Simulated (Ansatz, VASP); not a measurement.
# Cu in VASP and in Ansatz

File INCAR:

```
  ALGO = Normal
  EDIFF = 1E-7
  ENCUT = 520
  GGA = PE
  ISIF = 2
  ISMEAR = -1
  LASPH = T
  LCHARG = F
  LREAL = F
  LWAVE = F
  NBANDS = 12
  NELM = 100
  PREC = Accurate
  SIGMA = 0.05
```

File KPOINTS:

```
k-points
0
Gamma
  17 17 16
```

The input POSCAR:

```
Cu
1.0
    2.1120062255      0.0000000000      0.0000000000
   -1.0560031128      1.8290510443      0.0000000000
    0.0000000000      0.0000000000      2.0208706230
Cu
1
Direct
    0.0000000000      0.0000000000      0.0000000000
```

Input for Ansatz:

```yaml
crystal:
  lattice:
    - [2.1120062255, 0.0, 0.0]
    - [-1.0560031128, 1.8290510443, 0.0]
    - [0.0, 0.0, 2.020870623]
  atoms:
    - { symbol: Cu, position: [0.0, 0.0, 0.0] }
kpoints:
  mp_grid: { grid: [17, 17, 16] }
scf:
  occupations: { method: fermi_dirac, width: 0.05 }
hamiltonian:
  xc: pbe
  pseudopotentials: { kind: all_electron, lapw: { basis_error: 0.001 } }
output:
  forces: true
  stress: true
  eigenvalues: true
  populations: true
```

Change from the starting cell: volume scaled by 0.6, LAPW.

Alike in both runs: task single point; functional PBE; k mesh 17 × 17 × 16; occupations fermi-dirac, width 0.05 eV; no spin polarisation.

|  | VASP | Ansatz |
| --- | --- | --- |
| version | VASP 6.6.1 | Ansatz 0.2.0 |
| potentials or method | VASP PAW PBE potentials, release 64 (Cu), cutoff 520 eV | all-electron LAPW, scalar-relativistic |

Ansatz gave:

```
pressure (GPa)                                                : 212.9
traceless stress, the component that is largest in VASP (GPa) : 0.10
```

Task: Which values does VASP return?

Result: Pressure (GPa): 213.8; traceless stress, the component that is largest in VASP (GPa): -0.65.

Both programs put the cell under a high pressure, so it lies far from rest at this level. Ansatz ran all-electron here, and VASP with PAW potentials.

Noted on VASP's run: the cell as given lies far from equilibrium.
